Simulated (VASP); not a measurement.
# BaTiO3 (P4/mmm) in VASP: a series of runs

Runs on BaTiO3. Level: PBE. Tasks: single point.

Program: VASP 6.6.1. These are calculated values, not measurements. Logs are shortened: lines on timing, memory, paths and dates and some standing lists are left out, and cuts for length are marked.

### Step 1. The cell of the first run

The structure is tetragonal, space group P4/mmm (No. 123). The conventional cell has a = 4.000 Å, b = 4.000 Å, c = 4.018 Å, α = 90.00°, β = 90.00°, γ = 90.00°. Within 3.7 Å of Ba (site symmetry 4/mmm) lie 12 O at 2.83 Å and 8 Ti at 3.47 Å. Ti (site symmetry 4/mmm) has 6 O at 2.00 to 2.01 Å within 2.6 Å. Within 2.7 Å of O (site symmetry 4/mmm) lie 2 Ti at 2.01 Å. Within 2.6 Å of O (site symmetry mmm) lie 2 Ti at 2.00 Å.

### Step 2. Single point, PBE

INCAR

```
SYSTEM = BaTiO3
ALGO = Normal
EDIFF = 1E-6
ENCUT = 520
GGA = PE
ISIF = 2
ISMEAR = -1
LASPH = .TRUE.
LCHARG = .FALSE.
LREAL = .FALSE.
LWAVE = .FALSE.
NBANDS = 28
NELM = 100
PREC = Accurate
SIGMA = 0.03
```

KPOINTS

```
k-points
0
G
  7 7 7
  0 0 0
```

POSCAR

```
BaTiO3
1.0
    3.9998000000      0.0000000000      0.0000000000
    0.0000000000      3.9998000000      0.0000000000
    0.0000000000      0.0000000000      4.0180000000
Ba Ti O
1 1 3
Direct
    0.0000000000      0.0000000000      0.0000000000
    0.5000000000      0.5000000000      0.5000000000
    0.5000000000      0.5000000000      0.0000000000
    0.5000000000      0.0000000000      0.5000000000
    0.0000000000      0.5000000000      0.5000000000
```

Potentials or basis: VASP PAW PBE potentials, release 64 (Ba_sv, Ti_sv, O).

Launch:

```sh
> cat potpaw_PBE.64/Ba_sv/POTCAR potpaw_PBE.64/Ti_sv/POTCAR potpaw_PBE.64/O/POTCAR > POTCAR
> mpirun -np 1 vasp_std > vasp.out
```

OUTCAR:

```text
SYSTEM = BaTiO3
   EDIFF = 1E-6
   ENCUT = 520
   GGA = PE
   ISIF = 2
   ISMEAR = -1
   LASPH = .TRUE.
   LREAL = .FALSE.
   NELM = 100
   PREC = Accurate

 ion  position               nearest neighbor table
   1  0.000  0.000  0.000-   3 2.83   3 2.83   3 2.83   3 2.83   5 2.83   4 2.83   5 2.83   5 2.83
                             5 2.83   4 2.83   4 2.83   4 2.83   2 3.47   2 3.47   2 3.47   2 3.47
   2  0.500  0.500  0.500-   4 2.00   5 2.00   4 2.00   5 2.00   3 2.01   3 2.01   1 3.47   1 3.47
                             1 3.47   1 3.47   1 3.47   1 3.47   1 3.47   1 3.47
   3  0.500  0.500  0.000-   2 2.01   2 2.01   1 2.83   1 2.83   1 2.83   1 2.83
   4  0.500  0.000  0.500-   2 2.00   2 2.00   1 2.83   1 2.83   1 2.83   1 2.83
   5  0.000  0.500  0.500-   2 2.00   2 2.00   1 2.83   1 2.83   1 2.83   1 2.83

  LATTYP: Found a simple tetragonal cell.
 ALAT       =     3.9998000000
 C/A-ratio  =     1.0045502275

  Lattice vectors:

 A1 = (   3.9998000000,   0.0000000000,   0.0000000000)
 A2 = (   0.0000000000,   3.9998000000,   0.0000000000)
 A3 = (   0.0000000000,   0.0000000000,   4.0180000000)

Analysis of symmetry for initial positions (statically):
=====================================================================
 Subroutine PRICEL returns:
 Original cell was already a primitive cell.

 Routine SETGRP: Setting up the symmetry group for a
 simple tetragonal supercell.

 Subroutine GETGRP returns: Found 16 space group operations
 (whereof 16 operations were pure point group operations)
 out of a pool of 16 trial point group operations.

The static configuration has the point symmetry D_4h.

Analysis of symmetry for dynamics (positions and initial velocities):
=====================================================================
 Subroutine PRICEL returns:
 Original cell was already a primitive cell.

 Routine SETGRP: Setting up the symmetry group for a
 simple tetragonal supercell.

 Subroutine GETGRP returns: Found 16 space group operations
 (whereof 16 operations were pure point group operations)
 out of a pool of 16 trial point group operations.

The dynamic configuration has the point symmetry D_4h.

 Subroutine INISYM returns: Found 16 space group operations
 (whereof 16 operations are pure point group operations),
 and found     1 'primitive' translations

----------------------------------------------------------------------------------------

                                     Primitive cell

  volume of cell :      64.2816

  direct lattice vectors                    reciprocal lattice vectors
     3.999800000  0.000000000  0.000000000     0.250012501  0.000000000  0.000000000
     0.000000000  3.999800000  0.000000000     0.000000000  0.250012501  0.000000000
     0.000000000  0.000000000  4.018000000     0.000000000  0.000000000  0.248880040

  length of vectors
     3.999800000  3.999800000  4.018000000     0.250012501  0.250012501  0.248880040

  position of ions in fractional coordinates (direct lattice)
     0.000000000  0.000000000  0.000000000
     0.500000000  0.500000000  0.500000000
     0.500000000  0.500000000  0.000000000
     0.500000000  0.000000000  0.500000000
     0.000000000  0.500000000  0.500000000

  ion indices of the primitive-cell ions
   primitive index   ion index
                 1           1
                 2           2
                 3           3
                 4           4
                 5           5

----------------------------------------------------------------------------------------

 KPOINTS: k-points

Automatic generation of k-mesh.
 Grid dimensions read from file:
 generate k-points for:    7    7    7

 Generating k-lattice:

  Cartesian coordinates                     Fractional coordinates (reciprocal lattice)
     0.035716072  0.000000000  0.000000000     0.142857143  0.000000000  0.000000000
     0.000000000  0.035716072  0.000000000     0.000000000  0.142857143  0.000000000
     0.000000000  0.000000000  0.035554291     0.000000000  0.000000000  0.142857143

  Length of vectors
     0.035716072  0.035716072  0.035554291

  Shift w.r.t. Gamma in fractional coordinates (k-lattice)
     0.000000000  0.000000000  0.000000000

 Subroutine IBZKPT returns following result:
 ===========================================

 Found     40 irreducible k-points:

 Following reciprocal coordinates:
            Coordinates               Weight
  0.000000  0.000000  0.000000      1.000000
  0.142857  0.000000  0.000000      4.000000
  0.285714  0.000000  0.000000      4.000000
  0.428571  0.000000  0.000000      4.000000
  0.142857  0.142857  0.000000      4.000000
  0.285714  0.142857  0.000000      8.000000
[... 16 lines left out ...]
  0.285714  0.000000  0.285714      8.000000
  0.428571  0.000000  0.285714      8.000000
 [... further k-points ...]
   k-points           NKPTS =     40   k-points in BZ     NKDIM =     40   number of bands    NBANDS=     28
   number of dos      NEDOS =    301   number of ions     NIONS =      5
   total plane-waves  NPLWV =  27000
   dimension x,y,z NGX =    30 NGY =   30 NGZ =   30
   dimension x,y,z NGXF=    60 NGYF=   60 NGZF=   60
   ions per type =               1   1   3
   NGX,Y,Z   is equivalent  to a cutoff of  12.47, 12.47, 12.41 a.u.
   NGXF,Y,Z  is equivalent  to a cutoff of  24.94, 24.94, 24.83 a.u.
 SYSTEM =  BaTiO3
   PREC   = accura    normal or accurate (medium, high low for compatibility)
   ISTART =      0    job   : 0-new  1-cont  2-samecut
   ICHARG =      2    charge: 1-file 2-atom 10-const
   ISPIN  =      1    spin polarized calculation?
   LNONCOLLINEAR =      F non collinear calculations
   LSORBIT =      F    spin-orbit coupling
   LASPH  =      T    aspherical Exc in radial PAW
   ENCUT  =  520.0 eV  38.22 Ry    6.18 a.u.   7.44  7.44  7.47*2*pi/ulx,y,z
   NELM   =    100;   NELMIN=  2; NELMDL= -5     # of ELM steps
   EDIFF  = 0.1E-05   stopping-criterion for ELM
   LREAL  =      F    real-space projection
   EDIFFG = 0.1E-04   stopping-criterion for IOM
   NSW    =      0    number of steps for IOM
   IBRION =     -1    ionic relax: 0-MD 1-quasi-New 2-CG
   NFREE  =      0    steps in history (QN), initial steepest desc. (CG)
   ISIF   =      2    stress and relaxation
   ISYM   =      2    0-nonsym 1-usesym 2-fastsym
   POTIM  = 0.5000    time-step for ionic-motion
   TEBEG  =    0.0;   TEEND  =   0.0 temperature during run
   PSTRESS=    0.0 pullay stress
   NELECT =      40.0000    total number of electrons
   NUPDOWN=      -1.0000    fix difference up-down
   EMIN   =  10.00;   EMAX   =-10.00  energy-range for DOS
   EFERMI =   0.00;   METHOD = LEGACY
   ISMEAR =    -1;   SIGMA  =   0.03  broadening in eV -4-tet -1-fermi 0-gaus
   EFERMI_NEDOS =   21; number of points for ismear=-14 and -15
   IALGO  =     38    algorithm
   IMIX   =      4    mixing-type and parameters
     AMIX     =   0.40;   BMIX     =  1.00
     AMIX_MAG =   1.60;   BMIX_MAG =  1.00
  volume/ion in A,a.u.               =      12.86        86.76
  Fermi-wavevector in a.u.,A,eV,Ry     =   1.397653  2.641181 26.578078  1.953434
  Thomas-Fermi vector in A             =   2.520888
   LORBIT       =      0    0 simple, 1 ext, 2 COOP (PROOUT), +10 PAW based schemes
   GGA     = PE    functional components
   LHFCALC =     F    Hartree Fock is set to
   AEXX    =    0.0000 exact exchange contribution
   IVDW    =     0    specifies the selected vdW correction
   LEPSILON=     F    determine dielectric tensor
   LRPA    =     F    only Hartree local field effects (RPA)
 non-spin polarized calculation
  energy-cutoff  :      520.00
  volume of cell :       64.28
 maximum number of plane-waves:      1755
 NGX is ok and might be reduce to    30
   NGX = 15   NGY = 15   NGZ = 15

 number of electron      39.9999976 magnetization

 Free energy of the ion-electron system (eV)
  ---------------------------------------------------
  ext. energy  EPLUGINS =         0.00000000
  ---------------------------------------------------
  free energy    TOTEN  =       -39.97001220 eV

  energy without entropy =      -39.97001220  energy(sigma->0) =      -39.97001220

 E-fermi :   4.4776     XC(G=0): -11.2469

 val. band max:        3.7549949138   @ k =   0.4286   0.4286   0.4286
 cond. band min:       5.5522483129   @ k =   0.0000   0.0000   0.0000
 fundamental gap:      1.7972533992
 Fermi energy:         4.4776238290

 k-point     1 :       0.0000    0.0000    0.0000
  band No.  band energies     occupation
      1     -52.8331      2.00000
      2     -29.0433      2.00000
      3     -29.0433      2.00000
      4     -29.0417      2.00000
      5     -21.0049      2.00000
      6     -13.0733      2.00000
[... 20 lines left out ...]
     27       8.8852      0.00000
     28      11.1702      0.00000

 k-point     2 :       0.1429    0.0000    0.0000
  band No.  band energies     occupation
      1     -52.8330      2.00000
      2     -29.0532      2.00000
      3     -29.0429      2.00000
      4     -29.0414      2.00000
      5     -20.9830      2.00000
      6     -13.0824      2.00000
[... 20 lines left out ...]
     27       9.2719      0.00000
     28      11.6587      0.00000

 k-point     3 :       0.2857    0.0000    0.0000
  band No.  band energies     occupation
      1     -52.8325      2.00000
      2     -29.0755      2.00000
      3     -29.0420      2.00000
      4     -29.0405      2.00000
      5     -20.9328      2.00000
      6     -13.1677      2.00000
[... 20 lines left out ...]
     27      10.2633      0.00000
     28      12.1280      0.00000

 k-point     4 :       0.4286    0.0000    0.0000
  band No.  band energies     occupation
      1     -52.8322      2.00000
      2     -29.0932      2.00000
      3     -29.0414      2.00000
      4     -29.0398      2.00000
      5     -20.8917      2.00000
      6     -13.2736      2.00000
[... 578 lines left out ...]
     27      10.6374      0.00000
     28      12.4302      0.00000

 k-point    23 :       0.2857    0.0000    0.2857
  band No.  band energies     occupation
      1     -52.8319      2.00000
      2     -29.0739      2.00000
      3     -29.0704      2.00000
      4     -29.0409      2.00000
      5     -20.8780      2.00000
      6     -13.0122      2.00000
[... 20 lines left out ...]
     27      11.6454      0.00000
     28      12.3796      0.00000

 k-point    24 :       0.4286    0.0000    0.2857
  band No.  band energies     occupation
      1     -52.8316      2.00000
      2     -29.0913      2.00000
      3     -29.0695      2.00000
      4     -29.0402      2.00000
      5     -20.8457      2.00000
      6     -12.9770      2.00000
[... 20 lines left out ...]
     27      12.2555      0.00000
     28      12.6964      0.00000

 [... further k-points ...]
[... 5 lines left out ...]
  --------------------------------------------------------------------------------------
  -------------------------------------------------------------------------------------
  Total        1.4931730      1.4931730      1.1407657      0.0000000      0.0000000      0.0000000
  in kB       37.2163878     37.2163878     28.4328612      0.0000000      0.0000000      0.0000000
  external PRESSURE =      34.2885456 kB  Pullay stress =       0.0000000 kB

 VOLUME and BASIS-vectors are now :
 -----------------------------------------------------------------------------
  energy-cutoff  :      520.00
  volume of cell :       64.28
      direct lattice vectors                 reciprocal lattice vectors
     3.999800000  0.000000000  0.000000000     0.250012501  0.000000000  0.000000000
     0.000000000  3.999800000  0.000000000     0.000000000  0.250012501  0.000000000
     0.000000000  0.000000000  4.018000000     0.000000000  0.000000000  0.248880040

 POSITION                                       TOTAL-FORCE (eV/Angst)
 -----------------------------------------------------------------------------------
      0.00000      0.00000      0.00000         0.000000      0.000000      0.000000
      1.99990      1.99990      2.00900         0.000000      0.000000      0.000000
      1.99990      1.99990      0.00000         0.000000      0.000000      0.000000
      1.99990      0.00000      2.00900         0.000000      0.000000      0.000000
      0.00000      1.99990      2.00900         0.000000      0.000000      0.000000
 -----------------------------------------------------------------------------------
    total drift:                                0.000000      0.000000     -0.000000

  FREE ENERGIE OF THE ION-ELECTRON SYSTEM (eV)
  ---------------------------------------------------
  free  energy   TOTEN  =       -39.9700121993 eV

  energy  without entropy=      -39.9700121993  energy(sigma->0) =      -39.97001220
```

Wall time 50 s (1 thread of AMD EPYC 7R13 (Zen 3), shared host); peak memory 0.19 GiB.

Results:

* Free energy: -39.9700 eV
* Pressure: 3.4 GPa
* Band gap on the k mesh: 1.80 eV, indirect (least direct gap 1.88 eV)

Caveat: spin-orbit coupling is left out, which moves the levels of the heavy elements. A k mesh can miss the band edges.

### Step 3. Single point, PBE (equal xx and yy strain of -3 %)

INCAR

```
SYSTEM = BaTiO3
PREC = Accurate
ENCUT = 520
EDIFF = 1E-7
ISMEAR = -1
SIGMA = 0.03
LREAL = .FALSE.
LASPH = .TRUE.
NELM = 100
ALGO = Normal
ISIF = 2
LWAVE = .FALSE.
LCHARG = .FALSE.
GGA = PE
NBANDS = 28
```

KPOINTS

```
regular mesh
0
G
  7 7 7
  0 0 0
```

POSCAR, as its differences from that of step 2:

```diff
@@ -2,4 +2,4 @@
 1.0
-    3.9998000000      0.0000000000      0.0000000000
-    0.0000000000      3.9998000000      0.0000000000
+    3.8798060000      0.0000000000      0.0000000000
+    0.0000000000      3.8798060000      0.0000000000
     0.0000000000      0.0000000000      4.0180000000
```

Potentials or basis: VASP PAW PBE potentials, release 64 (Ba_sv, Ti_sv, O).

Launch:

```sh
> cat potpaw_PBE.64/Ba_sv/POTCAR potpaw_PBE.64/Ti_sv/POTCAR potpaw_PBE.64/O/POTCAR > POTCAR
> mpirun -np 1 vasp_std > vasp.out
```

Run time: 62 s. Hardware: 1 thread of Intel Xeon Platinum 8488C (Sapphire Rapids), shared host; peak memory 0.21 GiB.

The run converged. Its results:

* Free energy: -39.7076 eV
* Pressure: 16.1 GPa
* Band gap on the k mesh: 1.89 eV, indirect (least direct gap 1.90 eV)

Stress tensor (GPa, compression positive):
```
19.02  0.00  0.00
 0.00 19.02  0.00
 0.00  0.00 10.33
```

Levels at points of the mesh, in eV from the valence-band top:
| k point | band 18 | band 19 | band 20 | band 21 | band 22 | band 23 |
| --- | --- | --- | --- | --- | --- | --- |
| (0.00, 0.00, 0.00) | -0.08 | -0.02 | -0.02 | 1.89 | 1.89 | 1.96 |

Caveat: the cell differs from its parent crystal (equal xx and yy strain of -3 %); spin-orbit coupling is left out, which moves the levels of the heavy elements.
